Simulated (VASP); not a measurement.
Write the native input for VASP 6.6.1 that does the following.

```
Task                   : single point
Functional             : LDA
Potentials or basis    : VASP PAW LDA potentials, release 64 (W_sv, S)
Cutoff                 : 520 eV
k mesh                 : 9 × 9 × 9
Occupations            : fermi-dirac, width 0.05 eV
Spin                   : no spin polarisation
Hubbard terms          : W d U = 2.0 eV
Dipole correction      : no
Further INCAR settings : ALGO = Normal; EDIFF = 1e-06; NBANDS = 17
```

The structure of WS lies in POSCAR:

```
WS
1.0
    3.0078900000      0.0000000000      0.0000000000
    0.0000000000      3.0078900000      0.0000000000
    0.0000000000      0.0000000000      3.0078900000
W S
1 1
Direct
    0.5000000000      0.5000000000      0.5000000000
    0.0000000000      0.0000000000      0.0000000000
```

One way to write it, as run:

INCAR

```
PREC     = Accurate       # precision mode
ENCUT    = 520            # plane-wave cutoff, eV
EDIFF    = 1E-6           # SCF threshold, eV
ISMEAR   = -1             # smearing method
SIGMA    = 0.05           # smearing width, eV
LREAL    = False          # projectors in reciprocal space
LASPH    = True           # aspherical terms in the spheres
NELM     = 150            # most SCF steps
ALGO     = Normal         # electronic algorithm
ISIF     = 2              # what is computed and relaxed
LWAVE    = False          # write WAVECAR
LCHARG   = False          # write CHGCAR
LMAXMIX  = 4              # l up to which the mixer works
LDAU     = True           # DFT+U
LDAUTYPE = 2            
LDAUL    = 2 -1           # shell
LDAUU    = 2 0            # U, eV
LDAUJ    = 0 0          
LDAUPRINT= 1            
GGA      = CA             # functional
NBANDS   = 17             # bands
```

KPOINTS

```
regular mesh
0
Gamma
  9 9 9
```

Potentials or basis: VASP PAW LDA potentials, release 64 (W_sv, S).

The run is started by

```sh
$ cat potpaw_LDA.64/W_sv/POTCAR potpaw_LDA.64/S/POTCAR > POTCAR
$ mpirun -np 1 vasp_std > vasp.out
```

It gave:

| Item | Value |
| --- | --- |
| Pressure | -7.7 GPa |
| Band gap on the k mesh | zero (band 10 reaches 14.50 eV, above the bottom of band 11 at 11.98 eV) |

Caveat: spin-orbit coupling is left out, which moves the levels of the heavy elements; U without spin polarisation on a metal has little footing.

It took 6.1 s on 1 thread of Intel Xeon 6975P-C, with other jobs on the host, peak memory 0.14 GiB.
